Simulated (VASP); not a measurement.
Wanted: the native input for a VASP 6.6.1 run.

```
Task                   : single point
Functional             : r2SCAN
Dispersion             : rVV10
Potentials or basis    : VASP PAW PBE potentials, release 64 (Hf_pv, O)
Cutoff                 : 520 eV
k mesh                 : 12 × 12 × 4
Occupations            : fermi-dirac, width 0.03 eV
Spin                   : no spin polarisation
Dipole correction      : no
Further INCAR settings : ALGO = Normal; EDIFF = 1e-06; NBANDS = 31
```

Crystal: HfO2.

```
CELL_PARAMETERS angstrom
3.24463 0.00000 0.00000
-1.62231 2.80993 0.00000
0.00000 0.00000 8.45308
ATOMIC_POSITIONS crystal
Hf 0.33333 0.66667 0.62335
Hf 0.66667 0.33333 0.12335
O 0.66667 0.33333 0.73769
O 0.33333 0.66667 0.23769
O 0.00000 0.00000 0.01396
O 0.00000 0.00000 0.51396
```

The input as run:

POSCAR

```
HfO2
1.0
    3.2446263301      0.0000000000      0.0000000000
   -1.6223131651      2.8099288277      0.0000000000
    0.0000000000      0.0000000000      8.4530804290
Hf O
2 4
Direct
    0.3333333333      0.6666666667      0.6233509306
    0.6666666667      0.3333333333      0.1233509306
    0.6666666667      0.3333333333      0.7376886286
    0.3333333333      0.6666666667      0.2376886286
    0.0000000000      0.0000000000      0.0139624409
    0.0000000000      0.0000000000      0.5139624409
```

INCAR.step1

```
PREC = Accurate ; ENCUT = 520
ISMEAR = -1 ; SIGMA = 0.03
LREAL = F ; LASPH = T
NELM = 100 ; NBANDS = 31
GGA = PE ; ALGO = Normal
EDIFF = 1E-4 ; LWAVE = T
LCHARG = F
```

INCAR.step2

```
PREC = Accurate ; ENCUT = 520
EDIFF = 1E-6 ; ISMEAR = -1
SIGMA = 0.03 ; LREAL = F
LASPH = T ; NELM = 100
ALGO = Normal ; ISIF = 2
LWAVE = F ; LCHARG = F
METAGGA = R2SCAN ; LMIXTAU = T
LUSE_VDW = T ; IVDW_NL = 2
BPARAM = 11.95 ; CPARAM = 0.0093
NBANDS = 31 ; ISTART = 1
```

KPOINTS

```
regular mesh
0
Gamma
  12 12 4
```

Potentials or basis: VASP PAW PBE potentials, release 64 (Hf_pv, O).

Command:

```console
$ cat potpaw_PBE.64/Hf_pv/POTCAR potpaw_PBE.64/O/POTCAR > POTCAR
$ cp INCAR.step1 INCAR
$ mpirun -np 1 vasp_std > vasp.out
$ cp INCAR.step2 INCAR
$ mpirun -np 1 vasp_std > vasp.out
```

Results of the run:

| Property | Result |
| --- | --- |
| Pressure | -2.7 GPa |
| Largest force | 0.201 eV/Å |
| Band gap on the k mesh | 4.88 eV (least direct gap 5.22 eV) |

Caveat: the PAW data sets were made with another functional, which shifts forces and pressure a little; spin-orbit coupling is left out, which moves the levels of the heavy elements.

Wall time 3.6 min on 1 thread of Intel(R) Xeon(R) 6975P-C (Granite Rapids), with other jobs on the host, peak memory 0.41 GiB.
